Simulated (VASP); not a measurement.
# NaCl (I-4m2) in VASP: notebook

NaCl is run at these levels: PBE; tasks: single point, vibrations by perturbation theory.

All numbers are computed with VASP 6.6.1; they aren't measurements. Logs are shortened: lines on timing, memory, paths and dates and some standing lists are left out, and cuts for length are marked.

**1. The cell of the first run**

The structure is tetragonal, space group I-4m2 (No. 119). The conventional cell has a = 4.439 Å, b = 4.439 Å, c = 6.209 Å, α = 90.00°, β = 90.00°, γ = 90.00°. Na (site symmetry -4m2) has 4 Cl at 2.71 Å within 3.6 Å. Cl (site symmetry -4m2) has 4 Na at 2.71 Å within 3.6 Å.

**2. Single point, PBE**

Contents of POSCAR:

```
NaCl
1.0
   -2.2193421364      2.2193421364      3.1043318560
    2.2193421364     -2.2193421364      3.1043318560
    2.2193421364      2.2193421364     -3.1043318560
Na Cl
1 1
Direct
    0.0000000000      0.0000000000      0.0000000000
    0.2500000000      0.7500000000      0.5000000000
```

Contents of INCAR.step1:

```
SYSTEM = NaCl
PREC = Accurate
ENCUT = 520
EDIFF = 1E-6
ISMEAR = 0
SIGMA = 0.02
LREAL = .FALSE.
LASPH = .TRUE.
NELM = 80
ALGO = Normal
ISIF = 2
LWAVE = .FALSE.
LCHARG = .TRUE.
GGA = PE
NBANDS = 14
```

Contents of KPOINTS.step1:

```
regular mesh
0
G
  8 8 8
  0 0 0
```

Contents of INCAR.step2:

```
SYSTEM = NaCl
PREC = Accurate
ENCUT = 520
EDIFF = 1E-6
ISMEAR = -5
SIGMA = 0.02
LREAL = .FALSE.
LASPH = .TRUE.
NELM = 80
ALGO = Normal
ISIF = 2
LWAVE = .FALSE.
LCHARG = .FALSE.
GGA = PE
LORBIT = 11
NBANDS = 14
NEDOS = 1001
ICHARG = 11
```

Contents of KPOINTS.step2:

```
regular mesh
0
G
  12 12 12
  0 0 0
```

Potentials or basis: VASP PAW PBE potentials, release 64 (Na_pv, Cl).

Run with:

```bash
$ cat potpaw_PBE.64/Na_pv/POTCAR potpaw_PBE.64/Cl/POTCAR > POTCAR
$ cp INCAR.step1 INCAR
$ cp KPOINTS.step1 KPOINTS
$ mpirun -np 1 vasp_std > vasp.out
$ cp INCAR.step2 INCAR
$ cp KPOINTS.step2 KPOINTS
$ mpirun -np 1 vasp_std > vasp.out
```

OUTCAR:

```text
SYSTEM = NaCl
   PREC = Accurate
   ENCUT = 520
   EDIFF = 1E-6
   ISMEAR = -5
   LREAL = .FALSE.
   LASPH = .TRUE.
   NELM = 80
   ISIF = 2
   GGA = PE
   LORBIT = 11
   ICHARG = 11

 ion  position               nearest neighbor table
   1  0.000  0.000  0.000-   2 2.71   2 2.71   2 2.71   2 2.71
   2  0.250  0.750  0.500-   1 2.71   1 2.71   1 2.71   1 2.71

  LATTYP: Found a body centered tetragonal cell.
 ALAT       =     4.4386842728
 C/A-ratio  =     1.3987621850

  Lattice vectors:

 A1 = (  -2.2193421364,   2.2193421364,   3.1043318560)
 A2 = (   2.2193421364,  -2.2193421364,   3.1043318560)
 A3 = (   2.2193421364,   2.2193421364,  -3.1043318560)

Analysis of symmetry for initial positions (statically):
=====================================================================
 Subroutine PRICEL returns:
 Original cell was already a primitive cell.

 Routine SETGRP: Setting up the symmetry group for a
 body centered tetragonal supercell.

 Subroutine GETGRP returns: Found  8 space group operations
 (whereof  8 operations were pure point group operations)
 out of a pool of 16 trial point group operations.

The static configuration has the point symmetry D_2d.

Analysis of symmetry for dynamics (positions and initial velocities):
=====================================================================
 Subroutine PRICEL returns:
 Original cell was already a primitive cell.

 Routine SETGRP: Setting up the symmetry group for a
 body centered tetragonal supercell.

 Subroutine GETGRP returns: Found  8 space group operations
 (whereof  8 operations were pure point group operations)
 out of a pool of 16 trial point group operations.

The dynamic configuration has the point symmetry D_2d.

 Subroutine INISYM returns: Found  8 space group operations
 (whereof  8 operations are pure point group operations),
 and found     1 'primitive' translations

----------------------------------------------------------------------------------------

                                     Primitive cell

  volume of cell :      61.1613

  direct lattice vectors                    reciprocal lattice vectors
    -2.219342136  2.219342136  3.104331856     0.000000000  0.225291987  0.161065254
     2.219342136 -2.219342136  3.104331856     0.225291987  0.000000000  0.161065254
     2.219342136  2.219342136 -3.104331856     0.225291987  0.225291987  0.000000000

  length of vectors
     4.414502838  4.414502838  4.414502838     0.276944932  0.276944932  0.318610984

  position of ions in fractional coordinates (direct lattice)
     0.000000000  0.000000000  0.000000000
     0.250000000  0.750000000  0.500000000

  ion indices of the primitive-cell ions
   primitive index   ion index
                 1           1
                 2           2

----------------------------------------------------------------------------------------

 KPOINTS: regular mesh

Automatic generation of k-mesh.
 Grid dimensions read from file:
 generate k-points for:   12   12   12

 Generating k-lattice:

  Cartesian coordinates                     Fractional coordinates (reciprocal lattice)
     0.000000000  0.018774332  0.013422105     0.083333333  0.000000000 -0.000000000
     0.018774332  0.000000000  0.013422105     0.000000000  0.083333333 -0.000000000
     0.018774332  0.018774332  0.000000000     0.000000000  0.000000000  0.083333333

  Length of vectors
     0.023078744  0.023078744  0.026550915

  Shift w.r.t. Gamma in fractional coordinates (k-lattice)
     0.000000000  0.000000000  0.000000000

 TETIRR: Found   2206 inequivalent tetrahedra from    10368

 Subroutine IBZKPT returns following result:
 ===========================================

 Found    163 irreducible k-points:

 Following reciprocal coordinates:
            Coordinates               Weight
  0.000000  0.000000  0.000000      1.000000
  0.083333  0.000000 -0.000000      8.000000
  0.166667  0.000000 -0.000000      8.000000
  0.250000  0.000000 -0.000000      8.000000
  0.333333  0.000000 -0.000000      8.000000
  0.416667  0.000000  0.000000      8.000000
[... 16 lines left out ...]
  0.500000  0.166667 -0.000000     16.000000
 -0.416667  0.166667 -0.000000     16.000000
 [... further k-points ...]
   k-points           NKPTS =    163   k-points in BZ     NKDIM =    163   number of bands    NBANDS=     14
   number of dos      NEDOS =   1001   number of ions     NIONS =      2
   total plane-waves  NPLWV =  46656
   dimension x,y,z NGX =    36 NGY =   36 NGZ =   36
   dimension x,y,z NGXF=    72 NGYF=   72 NGZF=   72
   ions per type =               1   1
   NGX,Y,Z   is equivalent  to a cutoff of  13.56, 13.56, 13.56 a.u.
   NGXF,Y,Z  is equivalent  to a cutoff of  27.11, 27.11, 27.11 a.u.
 SYSTEM =  NaCl
   PREC   = accura    normal or accurate (medium, high low for compatibility)
   ISTART =      0    job   : 0-new  1-cont  2-samecut
   ICHARG =     11    charge: 1-file 2-atom 10-const
   ISPIN  =      1    spin polarized calculation?
   LNONCOLLINEAR =      F non collinear calculations
   LSORBIT =      F    spin-orbit coupling
   LASPH  =      T    aspherical Exc in radial PAW
   ENCUT  =  520.0 eV  38.22 Ry    6.18 a.u.   8.21  8.21  8.21*2*pi/ulx,y,z
   NELM   =     80;   NELMIN=  2; NELMDL=  0     # of ELM steps
   EDIFF  = 0.1E-05   stopping-criterion for ELM
   LREAL  =      F    real-space projection
   EDIFFG = 0.1E-04   stopping-criterion for IOM
   NSW    =      0    number of steps for IOM
   IBRION =     -1    ionic relax: 0-MD 1-quasi-New 2-CG
   NFREE  =      0    steps in history (QN), initial steepest desc. (CG)
   ISIF   =      2    stress and relaxation
   ISYM   =      2    0-nonsym 1-usesym 2-fastsym
   POTIM  = 0.5000    time-step for ionic-motion
   TEBEG  =    0.0;   TEEND  =   0.0 temperature during run
   PSTRESS=    0.0 pullay stress
   NELECT =      14.0000    total number of electrons
   NUPDOWN=      -1.0000    fix difference up-down
   EMIN   =  10.00;   EMAX   =-10.00  energy-range for DOS
   EFERMI =   0.00;   METHOD = LEGACY
   ISMEAR =    -5;   SIGMA  =   0.02  broadening in eV -4-tet -1-fermi 0-gaus
   EFERMI_NEDOS =   21; number of points for ismear=-14 and -15
   IALGO  =     38    algorithm
   IMIX   =      4    mixing-type and parameters
     AMIX     =   0.40;   BMIX     =  1.00
     AMIX_MAG =   1.60;   BMIX_MAG =  1.00
  volume/ion in A,a.u.               =      30.58       206.37
  Fermi-wavevector in a.u.,A,eV,Ry     =   1.001441  1.892449 13.645062  1.002884
  Thomas-Fermi vector in A             =   2.133863
   LORBIT       =     11    0 simple, 1 ext, 2 COOP (PROOUT), +10 PAW based schemes
   GGA     = PE    functional components
   LHFCALC =     F    Hartree Fock is set to
   AEXX    =    0.0000 exact exchange contribution
   IVDW    =     0    specifies the selected vdW correction
   LEPSILON=     F    determine dielectric tensor
   LRPA    =     F    only Hartree local field effects (RPA)
 non-spin polarized calculation
 Fermi weights with tetrahedron method with Bloechl corrections
  energy-cutoff  :      520.00
  volume of cell :       61.16
 maximum number of plane-waves:      1661
 NGX is ok and might be reduce to    36

 number of electron      14.0000007 magnetization

 Free energy of the ion-electron system (eV)
  ---------------------------------------------------
  ext. energy  EPLUGINS =         0.00000000
  ---------------------------------------------------
  free energy    TOTEN  =        -6.64298353 eV

  energy without entropy =       -6.64298353  energy(sigma->0) =       -6.64298353

 E-fermi :  -2.5345     XC(G=0):  -6.7155

 val. band max:       -2.5375690065   @ k =   0.0000   0.0000   0.0000
 cond. band min:       2.3044973138   @ k =   0.0000   0.0000   0.0000
 fundamental gap:      4.8420663203
 Fermi energy:        -2.5345477009

 k-point     1 :       0.0000    0.0000    0.0000
  band No.  band energies     occupation
      1     -23.2437      2.00000
      2     -23.2424      2.00000
      3     -23.2424      2.00000
      4     -14.6221      2.00000
      5      -2.5476      2.00000
      6      -2.5476      2.00000
      7      -2.5376      2.00000
      8       2.3045      0.00000
      9       8.5486      0.00000
     10       8.5486      0.00000
     11       8.5721      0.00000
     12      10.2767      0.00000
     13      10.4166      0.00000
     14      12.5971      0.00000

 k-point     2 :       0.0833    0.0000   -0.0000
  band No.  band energies     occupation
      1     -23.2441      2.00000
      2     -23.2429      2.00000
      3     -23.2425      2.00000
      4     -14.6136      2.00000
      5      -2.6300      2.00000
      6      -2.5542      2.00000
      7      -2.5464      2.00000
      8       2.4640      0.00000
      9       8.3647      0.00000
     10       8.5988      0.00000
     11       8.6178      0.00000
     12      10.0795      0.00000
     13      10.2040      0.00000
     14      12.2454      0.00000

 k-point     3 :       0.1667    0.0000   -0.0000
  band No.  band energies     occupation
      1     -23.2460      2.00000
      2     -23.2434      2.00000
      3     -23.2428      2.00000
      4     -14.5905      2.00000
      5      -2.8443      2.00000
      6      -2.5719      2.00000
      7      -2.5620      2.00000
      8       2.8924      0.00000
      9       7.9120      0.00000
     10       8.6467      0.00000
     11       8.6872      0.00000
     12       9.8628      0.00000
     13       9.9453      0.00000
     14      11.6891      0.00000

 k-point     4 :       0.2500    0.0000   -0.0000
  band No.  band energies     occupation
      1     -23.2488      2.00000
      2     -23.2438      2.00000
      3     -23.2431      2.00000
      4     -14.5585      2.00000
      5      -3.1027      2.00000
      6      -2.5958      2.00000
      7      -2.5828      2.00000
      8       3.4793      0.00000
      9       7.3770      0.00000
     10       8.4857      0.00000
     11       8.5602      0.00000
     12      10.0858      0.00000
     13      10.1133      0.00000
     14      11.2846      0.00000

 k-point     5 :       0.3333    0.0000   -0.0000
  band No.  band energies     occupation
      1     -23.2517      2.00000
      2     -23.2442      2.00000
      3     -23.2435      2.00000
      4     -14.5263      2.00000
      5      -3.3324      2.00000
      6      -2.6193      2.00000
      7      -2.6033      2.00000
      8       4.1072      0.00000
      9       6.8564      0.00000
     10       8.2306      0.00000
     11       8.3166      0.00000
[... 276 lines left out ...]
 k-point    22 :       0.4167    0.1667    0.0000
  band No.  band energies     occupation
      1     -23.2541      2.00000
      2     -23.2458      2.00000
      3     -23.2445      2.00000
      4     -14.4817      2.00000
      5      -3.4434      2.00000
      6      -2.8318      2.00000
      7      -2.6589      2.00000
      8       5.3828      0.00000
      9       5.9206      0.00000
     10       7.5937      0.00000
     11       8.3871      0.00000
     12      11.1763      0.00000
     13      11.3563      0.00000
     14      12.4226      0.00000

 k-point    23 :       0.5000    0.1667   -0.0000
  band No.  band energies     occupation
      1     -23.2539      2.00000
      2     -23.2457      2.00000
      3     -23.2446      2.00000
      4     -14.4840      2.00000
      5      -3.4364      2.00000
      6      -2.7986      2.00000
      7      -2.6785      2.00000
      8       5.1631      0.00000
      9       6.0935      0.00000
     10       7.6096      0.00000
     11       8.4658      0.00000
     12      10.6259      0.00000
     13      12.2277      0.00000
     14      12.5370      0.00000

 k-point    24 :      -0.4167    0.1667   -0.0000
  band No.  band energies     occupation
      1     -23.2525      2.00000
      2     -23.2454      2.00000
      3     -23.2444      2.00000
      4     -14.5007      2.00000
      5      -3.3507      2.00000
      6      -2.7464      2.00000
      7      -2.6830      2.00000
      8       4.6138      0.00000
      9       6.5753      0.00000
     10       7.5790      0.00000
     11       8.6368      0.00000
     12      10.1377      0.00000
     13      11.9529      0.00000
     14      12.2795      0.00000

 [... further k-points ...]
[... 5 lines left out ...]
  --------------------------------------------------------------------------------------
  -------------------------------------------------------------------------------------
  Total       -0.0092693     -0.0092693      0.0016144      0.0000000     -0.0000000      0.0000000
  in kB       -0.2428189     -0.2428189      0.0422908      0.0000000     -0.0000000      0.0000000
  external PRESSURE =      -0.1477823 kB  Pullay stress =       0.0000000 kB

 VOLUME and BASIS-vectors are now :
 -----------------------------------------------------------------------------
  energy-cutoff  :      520.00
  volume of cell :       61.16
      direct lattice vectors                 reciprocal lattice vectors
    -2.219342136  2.219342136  3.104331856     0.000000000  0.225291987  0.161065254
     2.219342136 -2.219342136  3.104331856     0.225291987  0.000000000  0.161065254
     2.219342136  2.219342136 -3.104331856     0.225291987  0.225291987  0.000000000

 POSITION                                       TOTAL-FORCE (eV/Angst)
 -----------------------------------------------------------------------------------
      0.00000      0.00000      0.00000        -0.000000      0.000000     -0.000000
      2.21934      0.00000      1.55217         0.000000     -0.000000      0.000000
 -----------------------------------------------------------------------------------
    total drift:                               -0.000001      0.000001     -0.000000

  FREE ENERGIE OF THE ION-ELECTRON SYSTEM (eV)
  ---------------------------------------------------
  free  energy   TOTEN  =        -6.6429835254 eV

  energy  without entropy=       -6.6429835254  energy(sigma->0) =       -6.64298353

 total charge

# of ion       s       p       d       tot
------------------------------------------
    1        0.047   5.979   0.000   6.025
    2        1.587   3.580   0.000   5.166
--------------------------------------------------
tot          1.633   9.559   0.000  11.192
```

It took 86 s on 1 thread of AMD EPYC 9R45 (Zen 5), shared host; peak memory 0.24 GiB.

What came out:

```
Valence electrons inside the program's atomic spheres : Na 6.03; Cl 5.17
```

Levels at points of the mesh, in eV from the valence-band top:
```csv
k point,band 4,band 5,band 6,band 7,band 8,band 9,band 10,band 11
"(0.00, 0.00, 0.00)",-12.08,-0.01,-0.01,0.00,4.84,11.09,11.09,11.11
"(0.50, 0.00, 0.00)",-11.96,-1.00,-0.10,-0.09,7.45,8.73,10.52,10.60
"(0.50, 0.50, 0.00)",-11.92,-0.92,-0.29,-0.28,7.00,9.01,10.28,12.85
"(0.50, 0.50, 0.50)",-11.91,-0.91,-0.30,-0.30,7.01,8.96,10.39,12.85
```

**3. Vibrations by perturbation theory, PBE**

Contents of INCAR:

```
SYSTEM = NaCl
ALGO     = Normal         ! electronic algorithm
EDIFF    = 1E-8           ! SCF threshold, eV
ENCUT    = 520            ! plane-wave cutoff, eV
GGA      = PE             ! functional
IBRION   = 8              ! ionic algorithm
ISIF     = 2              ! what is computed and relaxed
ISMEAR   = 0              ! smearing method
LASPH    = .TRUE.         ! aspherical terms in the spheres
LCHARG   = .FALSE.        ! write CHGCAR
LEPSILON = .TRUE.         ! dielectric tensor by DFPT
LREAL    = .FALSE.        ! projectors in reciprocal space
LWAVE    = .FALSE.        ! write WAVECAR
NELM     = 100            ! most SCF steps
NSW      = 1              ! ionic steps
PREC     = Accurate       ! precision mode
SIGMA    = 0.01           ! smearing width, eV
```

Contents of KPOINTS:

```
k-points
0
G
  8 8 8
  0 0 0
```

Contents of POSCAR:

```
NaCl
1.0
   -2.2106983249      2.2106983249      3.1287079519
    2.2106983249     -2.2106983249      3.1287079519
    2.2106983249      2.2106983249     -3.1287079519
Na Cl
1 1
Direct
    0.0000000000      0.0000000000      0.0000000000
    0.2500000000      0.7500000000      0.5000000000
```

Potentials or basis: VASP PAW PBE potentials, release 64 (Na_pv, Cl).

Run with:

```bash
$ cat potpaw_PBE.64/Na_pv/POTCAR potpaw_PBE.64/Cl/POTCAR > POTCAR
$ mpirun -np 1 vasp_std > vasp.out
```

OUTCAR:

```text
SYSTEM = NaCl
   EDIFF = 1E-8
   ENCUT = 520
   GGA = PE
   IBRION = 8
   ISIF = 2
   ISMEAR = 0
   LASPH = .TRUE.
   LEPSILON = .TRUE.
   LREAL = .FALSE.
   NELM = 100
   NSW = 1
   PREC = Accurate

 ion  position               nearest neighbor table
   1  0.000  0.000  0.000-   2 2.71   2 2.71   2 2.71   2 2.71
   2  0.250  0.750  0.500-   1 2.71   1 2.71   1 2.71   1 2.71
[... 678 lines left out ...]
      0.000000  0.000000  0.000000     0.000000    0.000000    0.780986
      2.210698  0.000000  1.564354     0.000000    0.000000   -0.624549
[... 21 lines left out ...]
   6 f/i=    0.019018 THz     0.119496 2PiTHz    0.634387 cm-1     0.078654 meV
             X         Y         Z           dx          dy          dz
      0.000000  0.000000  0.000000     0.000000    0.000000   -0.624549
      2.210698  0.000000  1.564354     0.000000    0.000000   -0.780986

--------------------------------------------------------------------------------------------------------

 MACROSCOPIC STATIC DIELECTRIC TENSOR IONIC CONTRIBUTION
 ------------------------------------------------------
           1.687340    -0.000000     0.000000
          -0.000000     1.687340     0.000000
           0.000000     0.000000     1.685356
 ------------------------------------------------------

 ELASTIC MODULI CONTR FROM IONIC RELAXATION (kBar)
 Direction    XX          YY          ZZ          XY          YZ          ZX
 --------------------------------------------------------------------------------
 XX         -90.3260     90.3260      0.0000      0.0000      0.0000     -0.0000
 YY          90.3260    -90.3260      0.0000      0.0000     -0.0000      0.0000
 ZZ           0.0000      0.0000      0.0000      0.0000      0.0000      0.0000
 XY           0.0000      0.0000      0.0000      0.0000      0.0000      0.0000
 YZ           0.0000     -0.0000      0.0000      0.0000    -91.0069     -0.0000
 ZX          -0.0000      0.0000      0.0000      0.0000     -0.0000    -90.2720
 --------------------------------------------------------------------------------

 PIEZOELECTRIC TENSOR IONIC CONTR  for field in x, y, z        (C/m^2)
          XX          YY          ZZ          XY          YZ          ZX
  --------------------------------------------------------------------------------
  x     0.00000    -0.00000     0.00000     0.00000     0.00000     0.36724
  y     0.00000    -0.00000     0.00000     0.00000    -0.36873    -0.00000
  z     0.36713    -0.36713     0.00000     0.00000    -0.00000     0.00000
```

Run time: 13 min. Hardware: 1 thread of AMD EPYC 9R45 (Zen 5), shared host; peak memory 0.49 GiB.

What came out:

```yaml
Electronic_dielectric_tensor_diagonal: 2.07
Born_charges_mean_of_the_diagonal: Na +1.01; Cl -1.01 e
Highest_phonon_frequency_at_Γ_LO-TO_splitting_left_out: 187 cm⁻¹
```

Phonon frequencies in cm⁻¹ (negative: imaginary):
```
              q point           frequencies
(0.000, 0.000, 0.000)  -1 -1 -1 187 187 187
```

Electronic dielectric tensor:
```
2.07 0.00 0.00
0.00 2.07 0.00
0.00 0.00 2.07
```

Born effective charge tensors (e):
atom 1, Na
```
1.01 0.00 0.00
0.00 1.01 0.00
0.00 0.00 1.01
```
atom 2, Cl
```
-1.01  0.00  0.00
 0.00 -1.01  0.00
 0.00  0.00 -1.01
```
